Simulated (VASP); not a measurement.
# SnH7 (F-43m) in VASP: further runs

SnH7 is run at these levels: PBE; tasks: single point, relaxation of cell and atoms.

Everything below comes from runs of VASP 6.6.1. Logs are shortened: lines on timing, memory, paths and dates and some standing lists are left out, and cuts for length are marked.

## 1. The cell of the first run

The structure is cubic, space group F-43m (No. 216). Conventional cell: a = 6.399 Å, b = 6.399 Å, c = 6.399 Å, α = 90.00°, β = 90.00°, γ = 90.00°. Sn (site symmetry -43m) has 18 H at 2.36 to 3.20 Å within 3.2 Å. Within 1.8 Å of H (site symmetry 2mm) lie 4 H at 1.33 Å. H (site symmetry -43m) has 12 H at 2.36 Å and 6 Sn at 3.20 Å within 3.2 Å.

The cell was generated, and may not be a known phase.

## 2. Single point, PBE

INCAR reads:

```
ALGO = Normal ; EDIFF = 1E-7
ENCUT = 520 ; GGA = PE
ISIF = 2 ; ISMEAR = 0
LASPH = T ; LCHARG = T
LELF = T ; LREAL = F
LVHAR = T ; LWAVE = F
NBANDS = 20 ; NELM = 60
PREC = Accurate ; SIGMA = 0.1
```

KPOINTS reads:

```
k-points
0
Gamma
  10 10 10
```

POSCAR reads:

```
SnH7
1.0
    0.0000000000      3.1996753245      3.1996753245
    3.1996753245      0.0000000000      3.1996753245
    3.1996753245      3.1996753245      0.0000000000
Sn H
1 7
Direct
    0.2500000000      0.2500000000      0.2500000000
    0.6465287090      0.3534712910      0.3534712910
    0.3534712910      0.6465287090      0.6465287090
    0.6465287090      0.3534712910      0.6465287090
    0.3534712910      0.6465287090      0.3534712910
    0.6465287090      0.6465287090      0.3534712910
    0.3534712910      0.3534712910      0.6465287090
    0.7500000000      0.7500000000      0.7500000000
```

Potentials or basis: VASP PAW PBE potentials, release 64 (Sn_d, H).

On the command line:

```sh
$ cat potpaw_PBE.64/Sn_d/POTCAR potpaw_PBE.64/H/POTCAR > POTCAR
$ mpirun -np 1 vasp_std > vasp.out
```

OUTCAR:

```text
EDIFF = 1E-7
   ENCUT = 520
   GGA = PE
   ISIF = 2
   ISMEAR = 0
   LASPH = T
   LREAL = F
   NELM = 60
   PREC = Accurate

 ion  position               nearest neighbor table
   1  0.250  0.250  0.250-
   2  0.647  0.353  0.353-
   3  0.353  0.647  0.647-
   4  0.647  0.353  0.647-
   5  0.353  0.647  0.353-
   6  0.647  0.647  0.353-
   7  0.353  0.353  0.647-
   8  0.750  0.750  0.750-

  LATTYP: Found a face centered cubic cell.
 ALAT       =     6.3993506490

  Lattice vectors:

 A1 = (   0.0000000000,   3.1996753245,   3.1996753245)
 A2 = (   3.1996753245,   0.0000000000,   3.1996753245)
 A3 = (   3.1996753245,   3.1996753245,   0.0000000000)

Analysis of symmetry for initial positions (statically):
=====================================================================
 Subroutine PRICEL returns:
 Original cell was already a primitive cell.

 Routine SETGRP: Setting up the symmetry group for a
 face centered cubic supercell.

 Subroutine GETGRP returns: Found 24 space group operations
 (whereof 24 operations were pure point group operations)
 out of a pool of 48 trial point group operations.

The static configuration has the point symmetry T_d .

Analysis of symmetry for dynamics (positions and initial velocities):
=====================================================================
 Subroutine PRICEL returns:
 Original cell was already a primitive cell.

 Routine SETGRP: Setting up the symmetry group for a
 face centered cubic supercell.

 Subroutine GETGRP returns: Found 24 space group operations
 (whereof 24 operations were pure point group operations)
 out of a pool of 48 trial point group operations.

The dynamic configuration has the point symmetry T_d .

 Subroutine INISYM returns: Found 24 space group operations
 (whereof 24 operations are pure point group operations),
 and found     1 'primitive' translations

----------------------------------------------------------------------------------------

                                     Primitive cell

  volume of cell :      65.5161

  direct lattice vectors                    reciprocal lattice vectors
     0.000000000  3.199675324  3.199675324    -0.156265855  0.156265855  0.156265855
     3.199675324  0.000000000  3.199675324     0.156265855 -0.156265855  0.156265855
     3.199675324  3.199675324  0.000000000     0.156265855  0.156265855 -0.156265855

  length of vectors
     4.525024239  4.525024239  4.525024239     0.270660400  0.270660400  0.270660400

  position of ions in fractional coordinates (direct lattice)
     0.250000000  0.250000000  0.250000000
     0.646528709  0.353471291  0.353471291
     0.353471291  0.646528709  0.646528709
     0.646528709  0.353471291  0.646528709
     0.353471291  0.646528709  0.353471291
     0.646528709  0.646528709  0.353471291
     0.353471291  0.353471291  0.646528709
     0.750000000  0.750000000  0.750000000

  ion indices of the primitive-cell ions
   primitive index   ion index
                 1           1
                 2           2
                 3           3
                 4           4
                 5           5
                 6           6
                 7           7
                 8           8

----------------------------------------------------------------------------------------

 KPOINTS: k-points

Automatic generation of k-mesh.
 Grid dimensions read from file:
 generate k-points for:   10   10   10

 Generating k-lattice:

  Cartesian coordinates                     Fractional coordinates (reciprocal lattice)
    -0.015626585  0.015626585  0.015626585     0.100000000  0.000000000  0.000000000
     0.015626585 -0.015626585  0.015626585     0.000000000  0.100000000  0.000000000
     0.015626585  0.015626585 -0.015626585     0.000000000  0.000000000  0.100000000

  Length of vectors
     0.027066040  0.027066040  0.027066040

  Shift w.r.t. Gamma in fractional coordinates (k-lattice)
     0.000000000  0.000000000  0.000000000

 Subroutine IBZKPT returns following result:
 ===========================================

 Found     47 irreducible k-points:

 Following reciprocal coordinates:
            Coordinates               Weight
  0.000000  0.000000  0.000000      1.000000
  0.100000  0.000000  0.000000      8.000000
  0.200000  0.000000  0.000000      8.000000
  0.300000  0.000000  0.000000      8.000000
  0.400000  0.000000  0.000000      8.000000
  0.500000  0.000000  0.000000      4.000000
[... 16 lines left out ...]
  0.300000  0.300000  0.000000      6.000000
  0.400000  0.300000  0.000000     24.000000
 [... further k-points ...]
   k-points           NKPTS =     47   k-points in BZ     NKDIM =     47   number of bands    NBANDS=     20
   number of dos      NEDOS =    301   number of ions     NIONS =      8
   total plane-waves  NPLWV =  46656
   dimension x,y,z NGX =    36 NGY =   36 NGZ =   36
   dimension x,y,z NGXF=    72 NGYF=   72 NGZF=   72
   ions per type =               1   7
   NGX,Y,Z   is equivalent  to a cutoff of  13.23, 13.23, 13.23 a.u.
   NGXF,Y,Z  is equivalent  to a cutoff of  26.45, 26.45, 26.45 a.u.
 SYSTEM =  unknown system
   PREC   = accura    normal or accurate (medium, high low for compatibility)
   ISTART =      0    job   : 0-new  1-cont  2-samecut
   ICHARG =      2    charge: 1-file 2-atom 10-const
   ISPIN  =      1    spin polarized calculation?
   LNONCOLLINEAR =      F non collinear calculations
   LSORBIT =      F    spin-orbit coupling
   LASPH  =      T    aspherical Exc in radial PAW
   ENCUT  =  520.0 eV  38.22 Ry    6.18 a.u.   8.41  8.41  8.41*2*pi/ulx,y,z
   NELM   =     60;   NELMIN=  2; NELMDL= -5     # of ELM steps
   EDIFF  = 0.1E-06   stopping-criterion for ELM
   LREAL  =      F    real-space projection
   EDIFFG = 0.1E-05   stopping-criterion for IOM
   NSW    =      0    number of steps for IOM
   IBRION =     -1    ionic relax: 0-MD 1-quasi-New 2-CG
   NFREE  =      0    steps in history (QN), initial steepest desc. (CG)
   ISIF   =      2    stress and relaxation
   ISYM   =      2    0-nonsym 1-usesym 2-fastsym
   POTIM  = 0.5000    time-step for ionic-motion
   TEBEG  =    0.0;   TEEND  =   0.0 temperature during run
   PSTRESS=    0.0 pullay stress
   NELECT =      21.0000    total number of electrons
   NUPDOWN=      -1.0000    fix difference up-down
   EMIN   =  10.00;   EMAX   =-10.00  energy-range for DOS
   EFERMI =   0.00;   METHOD = LEGACY
   ISMEAR =     0;   SIGMA  =   0.10  broadening in eV -4-tet -1-fermi 0-gaus
   EFERMI_NEDOS =   21; number of points for ismear=-14 and -15
   IALGO  =     38    algorithm
   IMIX   =      4    mixing-type and parameters
     AMIX     =   0.40;   BMIX     =  1.00
     AMIX_MAG =   1.60;   BMIX_MAG =  1.00
  volume/ion in A,a.u.               =       8.19        55.27
  Fermi-wavevector in a.u.,A,eV,Ry     =   1.120380  2.117211 17.078732  1.255251
  Thomas-Fermi vector in A             =   2.257026
   LORBIT       =      0    0 simple, 1 ext, 2 COOP (PROOUT), +10 PAW based schemes
   GGA     = PE    functional components
   LHFCALC =     F    Hartree Fock is set to
   AEXX    =    0.0000 exact exchange contribution
   IVDW    =     0    specifies the selected vdW correction
   LEPSILON=     F    determine dielectric tensor
   LRPA    =     F    only Hartree local field effects (RPA)
 non-spin polarized calculation
 Gauss-broadening in eV      SIGMA  =   0.10
  energy-cutoff  :      520.00
  volume of cell :       65.52
 maximum number of plane-waves:      1807
 NGX is ok and might be reduce to    36
   NGX = 17   NGY = 17   NGZ = 17

 number of electron      21.0000002 magnetization

 Free energy of the ion-electron system (eV)
  ---------------------------------------------------
  ext. energy  EPLUGINS =         0.00000000
  ---------------------------------------------------
  free energy    TOTEN  =       -18.70041017 eV

  energy without entropy =      -18.68802933  energy(sigma->0) =      -18.69421975

 E-fermi :   3.0324     XC(G=0):  -9.0741

 val. band max:        3.0245126473   @ k =   0.4000   0.2000   0.0000
 cond. band min:       3.0489648174   @ k =  -0.3000   0.4000   0.2000
 fundamental gap:      0.0244521701
 Fermi energy:         3.0324461377

 k-point     1 :       0.0000    0.0000    0.0000
  band No.  band energies     occupation
      1     -18.7397      2.00000
      2     -18.7397      2.00000
      3     -18.7397      2.00000
      4     -18.7148      2.00000
      5     -18.7148      2.00000
      6     -10.2330      2.00000
[... 12 lines left out ...]
     19      11.3548      0.00000
     20      11.3548      0.00000

 k-point     2 :       0.1000    0.0000    0.0000
  band No.  band energies     occupation
      1     -18.7400      2.00000
      2     -18.7390      2.00000
      3     -18.7390      2.00000
      4     -18.7147      2.00000
      5     -18.7147      2.00000
      6     -10.1653      2.00000
[... 12 lines left out ...]
     19      11.7187      0.00000
     20      12.4270      0.00000

 k-point     3 :       0.2000    0.0000    0.0000
  band No.  band energies     occupation
      1     -18.7407      2.00000
      2     -18.7371      2.00000
      3     -18.7371      2.00000
      4     -18.7142      2.00000
      5     -18.7142      2.00000
      6      -9.9742      2.00000
[... 12 lines left out ...]
     19      12.5901      0.00000
     20      14.0306      0.00000

 k-point     4 :       0.3000    0.0000    0.0000
  band No.  band energies     occupation
      1     -18.7416      2.00000
      2     -18.7352      2.00000
      3     -18.7352      2.00000
      4     -18.7134      2.00000
      5     -18.7134      2.00000
      6      -9.7015      2.00000
[... 429 lines left out ...]
 k-point    23 :       0.3000    0.3000    0.0000
  band No.  band energies     occupation
      1     -18.7483      2.00000
      2     -18.7295      2.00000
      3     -18.7295      2.00000
      4     -18.7172      2.00000
      5     -18.7109      2.00000
      6      -9.5123      2.00000
[... 12 lines left out ...]
     19      13.4201      0.00000
     20      14.4624      0.00000

 k-point    24 :       0.4000    0.3000    0.0000
  band No.  band energies     occupation
      1     -18.7493      2.00000
      2     -18.7280      2.00000
      3     -18.7277      2.00000
      4     -18.7174      2.00000
      5     -18.7102      2.00000
      6      -9.2966      2.00000
[... 12 lines left out ...]
     19      13.6802      0.00000
     20      14.4472      0.00000

 [... further k-points ...]

------------------------ aborting loop because EDIFF is reached ----------------------------------------

  FORCE on cell =-STRESS in cart. coord.  units (eV):
  Direction    XX          YY          ZZ          XY          YZ          ZX
  --------------------------------------------------------------------------------------
  -------------------------------------------------------------------------------------
  Total       -0.0660315     -0.0660315     -0.0660315      0.0000000     -0.0000000      0.0000000
  in kB       -1.6147833     -1.6147833     -1.6147833      0.0000000     -0.0000000      0.0000000
  external PRESSURE =      -1.6147833 kB  Pullay stress =       0.0000000 kB

 VOLUME and BASIS-vectors are now :
 -----------------------------------------------------------------------------
  energy-cutoff  :      520.00
  volume of cell :       65.52
      direct lattice vectors                 reciprocal lattice vectors
     0.000000000  3.199675324  3.199675324    -0.156265855  0.156265855  0.156265855
     3.199675324  0.000000000  3.199675324     0.156265855 -0.156265855  0.156265855
     3.199675324  3.199675324  0.000000000     0.156265855  0.156265855 -0.156265855

 POSITION                                       TOTAL-FORCE (eV/Angst)
 -----------------------------------------------------------------------------------
      1.59984      1.59984      1.59984         0.000000      0.000000      0.000000
      2.26199      3.19968      3.19968        -0.012813      0.000000      0.000000
      4.13736      3.19968      3.19968         0.012813      0.000000      0.000000
      3.19968      4.13736      3.19968         0.000000      0.012813      0.000000
      3.19968      2.26199      3.19968         0.000000     -0.012813      0.000000
      3.19968      3.19968      4.13736         0.000000      0.000000      0.012813
      3.19968      3.19968      2.26199         0.000000      0.000000     -0.012813
      4.79951      4.79951      4.79951         0.000000      0.000000      0.000000
 -----------------------------------------------------------------------------------
    total drift:                               -0.000000     -0.000000     -0.000000

  FREE ENERGIE OF THE ION-ELECTRON SYSTEM (eV)
  ---------------------------------------------------
  free  energy   TOTEN  =       -18.7004101693 eV

  energy  without entropy=      -18.6880293271  energy(sigma->0) =      -18.69421975
```

Wall time 1.8 min (1 thread of Intel Xeon 8259CL, shared host); peak memory 0.23 GiB.

Results:

* Free energy: -18.7004 eV
* Pressure: -0.2 GPa
* Largest force: 0.013 eV/Å
* Band gap on the k mesh: zero (an odd number of electrons rules out a gap without spin polarisation)

Forces in eV/Å, atoms in the order of the input:
```
Sn   0.000  0.000  0.000
H   -0.013  0.000  0.000
H    0.013  0.000  0.000
H    0.000  0.013  0.000
H    0.000 -0.013  0.000
H    0.000  0.000  0.013
H    0.000  0.000 -0.013
H    0.000  0.000  0.000
```

Caveat: spin-orbit coupling is left out, which moves the levels of the heavy elements.

[end of part 1 of 2]

The gap in the log of VASP goes by the Fermi energy; the results here count the filled bands.